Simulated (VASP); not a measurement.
Sr3Ni:

```
CELL_PARAMETERS angstrom
4.71846 0.00000 0.00000
0.00000 4.71846 0.00000
0.00000 0.00000 4.71846
ATOMIC_POSITIONS crystal
Sr 0.00000 0.50000 0.50000
Sr 0.50000 0.00000 0.50000
Sr 0.50000 0.50000 0.00000
Ni 0.00000 0.00000 0.00000
```

- Program: VASP 6.6.1
- Task: relaxation of cell and atoms
- Functional: PBE
- Potentials or basis: VASP PAW PBE potentials, release 64 (Sr_sv, Ni)
- Cutoff: 600 eV
- k mesh: 4 × 4 × 4
- Occupations: gaussian, width 0.1 eV
- Spin: no spin polarisation

At the start: pressure 10.2 GPa; volume 26.26 Å³/atom.

Q: Where does the relaxation end?

A: Over 4 steps the energy falls by 263.5 meV/atom and the volume is 36.81 Å³/atom (+40.2 %); space group Pm-3m (No. 221, to 0.1 Å) before and after.

Step by step:
```csv
step,energy change (eV),largest force (eV/Å),pressure (GPa),volume (Å³)
1,0.0000,0.0000,10.19,105.05
2,-0.9555,0.0000,2.26,132.55
3,-1.0502,0.0000,0.39,144.43
4,-1.0539,0.0000,0.03,147.26
```

Final structure:
```cif
data_structure
_symmetry_space_group_name_H-M 'P 1'
_symmetry_Int_Tables_number 1
_cell_length_a 5.2807
_cell_length_b 5.2807
_cell_length_c 5.2807
_cell_angle_alpha 90.000
_cell_angle_beta 90.000
_cell_angle_gamma 90.000
_cell_volume 147.26
loop_
_atom_site_label
_atom_site_type_symbol
_atom_site_fract_x
_atom_site_fract_y
_atom_site_fract_z
_atom_site_occupancy
Sr1 Sr 0.00000 0.50000 0.50000 1
Sr2 Sr 0.50000 0.00000 0.50000 1
Sr3 Sr 0.50000 0.50000 0.00000 1
Ni1 Ni 0.00000 0.00000 0.00000 1
```

Caveat: the volume moved by over 15 % at a fixed basis, so the end points are rough.
